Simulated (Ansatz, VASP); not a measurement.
## One calculation of BiSbTe2S, two programs

```xyz
5
Lattice="5.2539 0.0000 0.0000 0.0000 5.2539 0.0000 0.0000 0.0000 5.4181" Properties=species:S:1:pos:R:3 pbc="T T T"
Sb    2.6269    2.6269    2.7090
Bi    0.0000    0.0000    0.0000
Te    2.6269    0.0000    2.7090
Te    0.0000    2.6269    2.7090
S     2.6269    2.6269    0.0000
```

Change from the starting cell: species swapped into the CsHgBrCl2 type (P4/mmm, No. 123).

Alike in both runs: task single point; functional PBE; k mesh 4 × 4 × 4; occupations gaussian, width 0.1 eV; no spin polarisation.

```csv
,VASP,Ansatz
version,VASP 6.6.1,Ansatz 0.2.0
potentials or method,"VASP PAW PBE potentials, release 64 (Sb, Bi_d, Te, S), cutoff 520 eV","scalar-relativistic, plane waves, PAW"
valence electrons in the cell,38,68
```

|  | VASP | Ansatz | Ansatz less VASP |
| --- | --- | --- | --- |
| gap on the k mesh at the Fermi level (eV) | none | none | - |
| pressure (GPa) | 6.7 | 6.6 | -0.06 |
| traceless stress, the component that is largest in VASP (GPa) | -11.22 | -11.11 | +0.117 |

A gap of «none» marks a metal or a gap that the smearing closes. VASP's potentials hold 38 valence electrons a cell and Ansatz's 68, so a difference there can come from the potentials and not from the codes.

Spin-orbit coupling is off throughout.
